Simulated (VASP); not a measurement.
Here is a VASP 6.6.1 calculation.

The input INCAR:

```
PREC = Accurate ; ENCUT = 600
EDIFF = 1E-6 ; ISMEAR = -1
SIGMA = 0.05 ; LREAL = F
LASPH = T ; NELM = 100
ALGO = Normal ; ISIF = 3
LWAVE = F ; LCHARG = F
GGA = RE ; IVDW = 13
IBRION = 2 ; NSW = 60
EDIFFG = -0.01
```

File KPOINTS:

```
regular mesh
0
Gamma
  9 9 5
```

Contents of POSCAR:

```
Sb
1.0
    3.3545324186      0.0000000000      0.0000000000
   -1.6772662093      2.9051102923      0.0000000000
    0.0000000000      0.0000000000      5.4701606500
Sb
2
Direct
    0.6666666667      0.3333333333      0.7500000000
    0.3333333333      0.6666666667      0.2500000000
```

Potentials or basis: VASP PAW PBE potentials, release 64 (Sb).

The run is started by

```console
$ cat potpaw_PBE.64/Sb/POTCAR > POTCAR
$ mpirun -np 1 vasp_std > vasp.out
```

Problem. What does it give for the relaxed cell?

Solution. a = 3.306 Å, b = 3.306 Å, c = 5.387 Å, α = 90.00°, β = 90.00°, γ = 120.00°.

Problem. Predict the band gap on the k mesh.

Solution. Zero (band 5 reaches 13.75 eV, above the bottom of band 6 at 6.40 eV).

Final structure:
```cif
data_structure
_symmetry_space_group_name_H-M 'P 1'
_symmetry_Int_Tables_number 1
_cell_length_a 3.3055
_cell_length_b 3.3055
_cell_length_c 5.3871
_cell_angle_alpha 90.000
_cell_angle_beta 90.000
_cell_angle_gamma 120.000
_cell_volume 50.98
loop_
_atom_site_label
_atom_site_type_symbol
_atom_site_fract_x
_atom_site_fract_y
_atom_site_fract_z
_atom_site_occupancy
Sb1 Sb 0.66667 0.33333 0.75000 1
Sb2 Sb 0.33333 0.66667 0.25000 1
```

Caveat: spin-orbit coupling is left out, which moves the levels of the heavy elements.
